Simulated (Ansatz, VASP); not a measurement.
One calculation of TiAl, two programs

```
CELL_PARAMETERS angstrom
3.43339 0.00000 0.00000
0.00000 3.43339 0.00000
0.00000 0.00000 3.30623
ATOMIC_POSITIONS crystal
Ti 0.00000 0.00000 0.00000
Al 0.50000 0.50000 0.50000
```

Change from the starting cell: strain +0.080 along x and y, +0.040 along z, atoms carried along.

Alike in both runs: task single point; functional PBEsol; k mesh 16 × 16 × 16; occupations gaussian, width 0.15 eV; no spin polarisation.

```csv
,VASP,Ansatz
version,VASP 6.6.1,Ansatz 0.2.0
potentials or method,"VASP PAW PBE potentials, release 64 (Ti_sv, Al), cutoff 520 eV","scalar-relativistic, plane waves, PAW"
valence electrons in the cell,15,15
```

```tsv
	VASP	Ansatz	Ansatz less VASP
gap on the k mesh at the Fermi level (eV)	none	none	-
pressure (GPa)	-16.3	-16.3	-0.04
traceless stress, the component that is largest in VASP (GPa)	-1.03	-1.03	-0.004
```

VASP's potentials were made for PBE, not for PBEsol. A gap of «none» marks a metal or a gap that the smearing closes. The functional is the same, so the differences come from potentials, cutoffs and numerics.
